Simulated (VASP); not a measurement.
**CsSnI3: single point with PBEsol**

Crystal: CsSnI3.

```
CELL_PARAMETERS angstrom
6.37943 0.00000 0.00000
0.00000 6.37943 0.00000
0.00000 0.00000 6.37943
ATOMIC_POSITIONS crystal
Cs 0.00000 0.00000 0.00000
Sn 0.50000 0.50000 0.50000
I 0.00000 0.50000 0.50000
I 0.50000 0.00000 0.50000
I 0.50000 0.50000 0.00000
```

This cell differs from its parent crystal: equal strain along all axes, cell held: +4.0 %.

| Property | Result |
| --- | --- |
| Program | VASP 6.6.1 |
| Task | single point |
| Functional | PBEsol |
| Potentials or basis | VASP PAW PBE potentials, release 64 (Cs_sv, Sn_d, I) |
| Cutoff | 520 eV |
| k mesh | 6 × 6 × 6 |
| Occupations | gaussian, width 0.01 eV |
| Spin | no spin polarisation |

```json
{
 "Pressure": "-1.6 GPa",
 "Band gap on the k mesh": "0.60 eV, direct"
}
```

Levels at points of the mesh, in eV from the valence-band top:
```csv
k point,band 20,band 21,band 22,band 23,band 24,band 25
"(0.00, 0.00, 0.00)",-1.69,-1.69,-1.69,2.47,3.58,3.58
"(0.50, 0.00, 0.00)",-1.78,-1.78,-1.29,1.32,3.91,4.17
"(0.50, 0.50, 0.00)",-2.05,-1.31,-0.64,1.01,1.01,3.96
"(0.50, 0.50, 0.50)",-1.29,-1.29,0.00,0.60,0.60,0.60
```

Wall time 110 s on 1 thread of Intel(R) Xeon(R) Platinum 8259CL CPU @ 2.50GHz (Skylake/Cascade Lake), with other jobs on the host, peak memory 0.42 GiB.

Caveat: the cell differs from its parent crystal (equal strain along all axes, cell held: +4.0 %); the PAW data sets were made with another functional, which shifts forces and pressure a little; spin-orbit coupling is left out, which moves the levels of the heavy elements. A k mesh can miss the band edges.
